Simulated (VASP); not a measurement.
# C (Im-3m) in VASP: further runs

C is run at these levels: PBE; tasks: single point.

Everything below comes from runs of VASP 6.6.1. Logs are shortened: lines on timing, memory, paths and dates and some standing lists are left out, and cuts for length are marked.

**1. The cell of the first run**

Symmetry: Im-3m, No. 229, cubic system. The conventional cell has a = 2.234 Å, b = 2.234 Å, c = 2.234 Å, α = 90.00°, β = 90.00°, γ = 90.00°. Within 2.6 Å of C (site symmetry m-3m) lie 14 C at 1.93 to 2.23 Å.

**2. Single point, PBE**

The input, INCAR:

```
ALGO = Normal
EDIFF = 1E-6
ENCUT = 520
GGA = PE
ISIF = 2
ISMEAR = -1
LASPH = T
LCHARG = F
LREAL = F
LWAVE = F
NBANDS = 8
NELM = 60
PREC = Accurate
SIGMA = 0.08
```

The input, KPOINTS:

```
k-points
0
Gamma
  24 24 24
```

The input, POSCAR:

```
C
1.0
   -1.1170263253      1.1170263253      1.1170263253
    1.1170263253     -1.1170263253      1.1170263253
    1.1170263253      1.1170263253     -1.1170263253
C
1
Direct
    0.0000000000      0.0000000000      0.0000000000
```

Potentials or basis: VASP PAW PBE potentials, release 64 (C).

Run with:

```
$ cat potpaw_PBE.64/C/POTCAR > POTCAR
$ mpirun -np 1 vasp_std > vasp.out
```

OUTCAR:

```text
EDIFF = 1E-6
   ENCUT = 520
   GGA = PE
   ISIF = 2
   ISMEAR = -1
   LASPH = T
   LREAL = F
   NELM = 60
   PREC = Accurate

 ion  position               nearest neighbor table
   1  0.000  0.000  0.000-

  LATTYP: Found a body centered cubic cell.
 ALAT       =     2.2340526506

  Lattice vectors:

 A1 = (  -1.1170263253,   1.1170263253,   1.1170263253)
 A2 = (   1.1170263253,  -1.1170263253,   1.1170263253)
 A3 = (   1.1170263253,   1.1170263253,  -1.1170263253)

Analysis of symmetry for initial positions (statically):
=====================================================================
 Subroutine PRICEL returns:
 Original cell was already a primitive cell.

 Routine SETGRP: Setting up the symmetry group for a
 body centered cubic supercell.

 Subroutine GETGRP returns: Found 48 space group operations
 (whereof 48 operations were pure point group operations)
 out of a pool of 48 trial point group operations.

The static configuration has the point symmetry O_h .

Analysis of symmetry for dynamics (positions and initial velocities):
=====================================================================
 Subroutine PRICEL returns:
 Original cell was already a primitive cell.

 Routine SETGRP: Setting up the symmetry group for a
 body centered cubic supercell.

 Subroutine GETGRP returns: Found 48 space group operations
 (whereof 48 operations were pure point group operations)
 out of a pool of 48 trial point group operations.

The dynamic configuration has the point symmetry O_h .

 Subroutine INISYM returns: Found 48 space group operations
 (whereof 48 operations are pure point group operations),
 and found     1 'primitive' translations

----------------------------------------------------------------------------------------

                                     Primitive cell

  volume of cell :       5.5751

  direct lattice vectors                    reciprocal lattice vectors
    -1.117026325  1.117026325  1.117026325     0.000000000  0.447617024  0.447617024
     1.117026325 -1.117026325  1.117026325     0.447617024  0.000000000  0.447617024
     1.117026325  1.117026325 -1.117026325     0.447617024  0.447617024  0.000000000

  length of vectors
     1.934746349  1.934746349  1.934746349     0.633026067  0.633026067  0.633026067

  position of ions in fractional coordinates (direct lattice)
     0.000000000  0.000000000  0.000000000

  ion indices of the primitive-cell ions
   primitive index   ion index
                 1           1

----------------------------------------------------------------------------------------

 KPOINTS: k-points

Automatic generation of k-mesh.
 Grid dimensions read from file:
 generate k-points for:   24   24   24

 Generating k-lattice:

  Cartesian coordinates                     Fractional coordinates (reciprocal lattice)
     0.000000000  0.018650709  0.018650709     0.041666667  0.000000000  0.000000000
     0.018650709  0.000000000  0.018650709     0.000000000  0.041666667  0.000000000
     0.018650709  0.018650709  0.000000000     0.000000000  0.000000000  0.041666667

  Length of vectors
     0.026376086  0.026376086  0.026376086

  Shift w.r.t. Gamma in fractional coordinates (k-lattice)
     0.000000000  0.000000000  0.000000000

 Subroutine IBZKPT returns following result:
 ===========================================

 Found    413 irreducible k-points:

 Following reciprocal coordinates:
            Coordinates               Weight
  0.000000  0.000000  0.000000      1.000000
  0.041667  0.000000  0.000000     12.000000
  0.083333  0.000000  0.000000     12.000000
  0.125000  0.000000  0.000000     12.000000
  0.166667  0.000000  0.000000     12.000000
  0.208333  0.000000  0.000000     12.000000
[... 16 lines left out ...]
  0.416667  0.041667  0.000000     48.000000
  0.458333  0.041667  0.000000     48.000000
 [... further k-points ...]
   k-points           NKPTS =    413   k-points in BZ     NKDIM =    413   number of bands    NBANDS=      8
   number of dos      NEDOS =    301   number of ions     NIONS =      1
   total plane-waves  NPLWV =   2744
   dimension x,y,z NGX =    14 NGY =   14 NGZ =   14
   dimension x,y,z NGXF=    28 NGYF=   28 NGZF=   28
   ions per type =               1
   NGX,Y,Z   is equivalent  to a cutoff of  12.03, 12.03, 12.03 a.u.
   NGXF,Y,Z  is equivalent  to a cutoff of  24.06, 24.06, 24.06 a.u.
 SYSTEM =  unknown system
   PREC   = accura    normal or accurate (medium, high low for compatibility)
   ISTART =      0    job   : 0-new  1-cont  2-samecut
   ICHARG =      2    charge: 1-file 2-atom 10-const
   ISPIN  =      1    spin polarized calculation?
   LNONCOLLINEAR =      F non collinear calculations
   LSORBIT =      F    spin-orbit coupling
   LASPH  =      T    aspherical Exc in radial PAW
   ENCUT  =  520.0 eV  38.22 Ry    6.18 a.u.   3.60  3.60  3.60*2*pi/ulx,y,z
   NELM   =     60;   NELMIN=  2; NELMDL= -5     # of ELM steps
   EDIFF  = 0.1E-05   stopping-criterion for ELM
   LREAL  =      F    real-space projection
   EDIFFG = 0.1E-04   stopping-criterion for IOM
   NSW    =      0    number of steps for IOM
   IBRION =     -1    ionic relax: 0-MD 1-quasi-New 2-CG
   NFREE  =      0    steps in history (QN), initial steepest desc. (CG)
   ISIF   =      2    stress and relaxation
   ISYM   =      2    0-nonsym 1-usesym 2-fastsym
   POTIM  = 0.5000    time-step for ionic-motion
   TEBEG  =    0.0;   TEEND  =   0.0 temperature during run
   PSTRESS=    0.0 pullay stress
   NELECT =       4.0000    total number of electrons
   NUPDOWN=      -1.0000    fix difference up-down
   EMIN   =  10.00;   EMAX   =-10.00  energy-range for DOS
   EFERMI =   0.00;   METHOD = LEGACY
   ISMEAR =    -1;   SIGMA  =   0.08  broadening in eV -4-tet -1-fermi 0-gaus
   EFERMI_NEDOS =   21; number of points for ismear=-14 and -15
   IALGO  =     38    algorithm
   IMIX   =      4    mixing-type and parameters
     AMIX     =   0.40;   BMIX     =  1.00
     AMIX_MAG =   1.60;   BMIX_MAG =  1.00
  volume/ion in A,a.u.               =       5.58        37.62
  Fermi-wavevector in a.u.,A,eV,Ry     =   1.465586  2.769557 29.224545  2.147943
  Thomas-Fermi vector in A             =   2.581426
   LORBIT       =      0    0 simple, 1 ext, 2 COOP (PROOUT), +10 PAW based schemes
   GGA     = PE    functional components
   LHFCALC =     F    Hartree Fock is set to
   AEXX    =    0.0000 exact exchange contribution
   IVDW    =     0    specifies the selected vdW correction
   LEPSILON=     F    determine dielectric tensor
   LRPA    =     F    only Hartree local field effects (RPA)
 non-spin polarized calculation
  energy-cutoff  :      520.00
  volume of cell :        5.58
 maximum number of plane-waves:       164
   NGX =  7   NGY =  7   NGZ =  7

 number of electron       4.0000000 magnetization

 Free energy of the ion-electron system (eV)
  ---------------------------------------------------
  ext. energy  EPLUGINS =         0.00000000
  ---------------------------------------------------
  free energy    TOTEN  =        -4.72908795 eV

  energy without entropy =       -4.72121894  energy(sigma->0) =       -4.72515345

 E-fermi :  11.2152     XC(G=0): -14.0245

 val. band max:       11.2142682353   @ k =  -0.2917   0.4167   0.1667
 cond. band min:      11.2168612304   @ k =   0.1667   0.1667   0.1667
 fundamental gap:      0.0025929951
 Fermi energy:        11.2151755083

 k-point     1 :       0.0000    0.0000    0.0000
  band No.  band energies     occupation
      1     -11.0387      2.00000
      2      22.0843      0.00000
      3      22.0843      0.00000
      4      22.0843      0.00000
      5      47.4527      0.00000
      6      47.4527      0.00000
      7      47.4527      0.00000
      8      52.1118      0.00000

 k-point     2 :       0.0417    0.0000    0.0000
  band No.  band energies     occupation
      1     -10.9514      2.00000
      2      21.8635      0.00000
      3      21.9442      0.00000
      4      22.0550      0.00000
      5      46.7412      0.00000
      6      46.7839      0.00000
      7      47.7827      0.00000
      8      50.6304      0.00000

 k-point     3 :       0.0833    0.0000    0.0000
  band No.  band energies     occupation
      1     -10.6898      2.00000
      2      21.1991      0.00000
      3      21.5483      0.00000
      4      21.9678      0.00000
      5      44.7598      0.00000
      6      45.2297      0.00000
      7      48.7475      0.00000
      8      50.2198      0.00000

 k-point     4 :       0.1250    0.0000    0.0000
  band No.  band energies     occupation
      1     -10.2539      2.00000
      2      20.1040      0.00000
      3      20.9595      0.00000
      4      21.8279      0.00000
      5      42.4698      0.00000
      6      43.5591      0.00000
      7      49.4224      0.00000
      8      50.2824      0.00000

 k-point     5 :       0.1667    0.0000    0.0000
  band No.  band energies     occupation
      1      -9.6448      2.00000
      2      18.6067      0.00000
      3      20.2532      0.00000
      4      21.6397      0.00000
      5      40.4948      0.00000
      6      41.9541      0.00000
      7      48.8914      0.00000
      8      51.5808      0.00000
[... 177 lines left out ...]
 k-point    22 :       0.3750    0.0417    0.0000
  band No.  band energies     occupation
      1      -3.2121      2.00000
      2       6.7900      2.00000
      3      16.6398      0.00000
      4      20.2031      0.00000
      5      35.9698      0.00000
      6      36.4709      0.00000
      7      50.5289      0.00000
      8      51.8568      0.00000

 k-point    23 :       0.4167    0.0417    0.0000
  band No.  band energies     occupation
      1      -1.5600      2.00000
      2       4.6243      2.00000
      3      16.3551      0.00000
      4      20.0704      0.00000
      5      35.7806      0.00000
      6      36.1081      0.00000
      7      50.9737      0.00000
      8      51.9641      0.00000

 k-point    24 :       0.4583    0.0417    0.0000
  band No.  band energies     occupation
      1       0.0931      2.00000
      2       2.7088      2.00000
      3      16.2111      0.00000
      4      20.0017      0.00000
      5      35.6796      0.00000
      6      35.9395      0.00000
      7      51.0842      0.00000
      8      52.2247      0.00000

 [... further k-points ...]
[... 5 lines left out ...]
  --------------------------------------------------------------------------------------
  -------------------------------------------------------------------------------------
  Total        1.7148466      1.7148466      1.7148466      0.0000000      0.0000000      0.0000000
  in kB      492.8169694    492.8169694    492.8169694      0.0000000      0.0000000      0.0000000
  external PRESSURE =     492.8169694 kB  Pullay stress =       0.0000000 kB

 VOLUME and BASIS-vectors are now :
 -----------------------------------------------------------------------------
  energy-cutoff  :      520.00
  volume of cell :        5.58
      direct lattice vectors                 reciprocal lattice vectors
    -1.117026325  1.117026325  1.117026325     0.000000000  0.447617024  0.447617024
     1.117026325 -1.117026325  1.117026325     0.447617024  0.000000000  0.447617024
     1.117026325  1.117026325 -1.117026325     0.447617024  0.447617024  0.000000000

 POSITION                                       TOTAL-FORCE (eV/Angst)
 -----------------------------------------------------------------------------------
      0.00000      0.00000      0.00000         0.000000      0.000000      0.000000
 -----------------------------------------------------------------------------------
    total drift:                               -0.000000     -0.000000     -0.000000

  FREE ENERGIE OF THE ION-ELECTRON SYSTEM (eV)
  ---------------------------------------------------
  free  energy   TOTEN  =        -4.7290879521 eV

  energy  without entropy=       -4.7212189406  energy(sigma->0) =       -4.72515345
```

Run time: 9.5 s. Hardware: 1 thread of Intel Xeon 8259CL, shared host; peak memory 0.12 GiB.

What came out:

```
Free energy            : -4.7291 eV
Pressure               : 49.3 GPa
Band gap on the k mesh : zero (band 2 reaches 22.08 eV, above the bottom of band 3 at 5.79 eV)
```

**3. Single point, PBE**

The input, INCAR:

```
  PREC = Accurate
  ENCUT = 520
  EDIFF = 1E-6
  ISMEAR = -1
  SIGMA = 0.08
  LREAL = F
  LASPH = T
  NELM = 100
  ALGO = Normal
  ISIF = 2
  LWAVE = F
  LCHARG = F
  GGA = PE
  NBANDS = 8
```

The input, KPOINTS:

```
regular mesh
0
Gamma
  24 24 24
```

The input, POSCAR:

```
C
1.0
   -1.1169073361      1.1169073361      1.1169073361
    1.1169073361     -1.1169073361      1.1169073361
    1.1169073361      1.1169073361     -1.1169073361
C
1
Direct
    0.0000000000      0.0000000000      0.0000000000
```

Potentials or basis: VASP PAW PBE potentials, release 64 (C).

Run with:

```
$ cat potpaw_PBE.64/C/POTCAR > POTCAR
$ mpirun -np 1 vasp_std > vasp.out
```

It took 9.3 s on 1 thread of Intel Xeon 8259CL, shared host; peak memory 0.11 GiB.

The run converged. Its results:

```
Free energy            : -4.7285 eV
Pressure               : 49.4 GPa
Band gap on the k mesh : zero (band 2 reaches 22.09 eV, above the bottom of band 3 at 5.80 eV)
```

Levels at points of the mesh, in eV from the Fermi level:
| k point | band 1 | band 2 | band 3 | band 4 | band 5 | band 6 |
| --- | --- | --- | --- | --- | --- | --- |
| (0.00, 0.00, 0.00) | -22.26 | 10.87 | 10.87 | 10.87 | 36.24 | 36.24 |
| (0.50, 0.00, 0.00) | -10.76 | -9.03 | 5.18 | 9.02 | 24.34 | 24.36 |
| (0.50, 0.50, 0.50) | -2.05 | -2.05 | -2.05 | 2.88 | 12.02 | 12.02 |
